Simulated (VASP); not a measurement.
A run of VASP 6.6.1:

The input INCAR:

```
  ALGO = Normal
  EDIFF = 1E-6
  ENCUT = 520
  GGA = PE
  ISIF = 2
  ISMEAR = 0
  LASPH = True
  LCHARG = True
  LELF = True
  LREAL = False
  LVHAR = True
  LWAVE = False
  NBANDS = 16
  NELM = 80
  PREC = Accurate
  SIGMA = 0.05
```

The input KPOINTS:

```
k-points
0
Gamma
  9 9 6
```

Contents of POSCAR:

```
MgO
1.0
    3.0832000000      0.0000000000      0.0000000000
   -1.5416000000      2.6701295249      0.0000000000
    0.0000000000      0.0000000000      4.9850000000
Mg O
2 2
Direct
    0.3333333333      0.6666666667      0.0063188013
    0.6666666667      0.3333333333      0.5063188013
    0.3333333333      0.6666666667      0.3982811987
    0.6666666667      0.3333333333      0.8982811987
```

Potentials or basis: VASP PAW PBE potentials, release 64 (Mg, O).

The run is started by

```console
$ cat potpaw_PBE.64/Mg/POTCAR potpaw_PBE.64/O/POTCAR > POTCAR
$ mpirun -np 1 vasp_std > vasp.out
```

Hardware: 1 thread of Intel Xeon 8259CL (shared host).

Task: Estimate the wall time of this run.

Result: Run time: 43 s on 1 thread of Intel Xeon 8259CL (shared host), peak memory 0.17 GiB. Counts: scf iterations 13, k points 48.
